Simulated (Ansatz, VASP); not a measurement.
## LaAl2N3 in VASP and in Ansatz

```
CELL_PARAMETERS angstrom
3.15851 0.00000 0.00000
-1.57925 2.73535 0.00000
0.00000 0.00000 7.90820
ATOMIC_POSITIONS crystal
La 0.00000 0.00000 0.00000
Al 0.33333 0.66667 0.64766
Al 0.66667 0.33333 0.35234
N 0.00000 0.00000 0.50000
N 0.33333 0.66667 0.21665
N 0.66667 0.33333 0.78335
```

Change from the starting cell: species swapped into the K3BrCl2 type (P-3m1, No. 164).

Alike in both runs: functional PBE; k mesh 6 × 6 × 2; occupations gaussian, width 0.1 eV; no spin polarisation.

Ansatz relaxed the structure, and its values are those at the end. VASP's run is a single point on that final structure, the one shown.

|  | VASP | Ansatz |
| --- | --- | --- |
| version | VASP 6.6.1 | Ansatz 0.2.0 |
| potentials or method | VASP PAW PBE potentials, release 64 (La, Al, N), cutoff 520 eV | scalar-relativistic, plane waves, PAW |
| valence electrons in the cell | 32 | 32 |

|  | VASP | Ansatz | Ansatz less VASP |
| --- | --- | --- | --- |
| gap on the k mesh at the Fermi level (eV) | none | none | - |
| pressure (GPa) | -0.2 | 0.1 | +0.26 |
| rms of the force components (eV/Å) | 0.010 | 0.003 | -0.0060 |

A gap of «none» marks a metal or a gap that the smearing closes.

The k mesh is coarse, so the values compare programs but aren't converged. Spin-orbit coupling is off throughout.
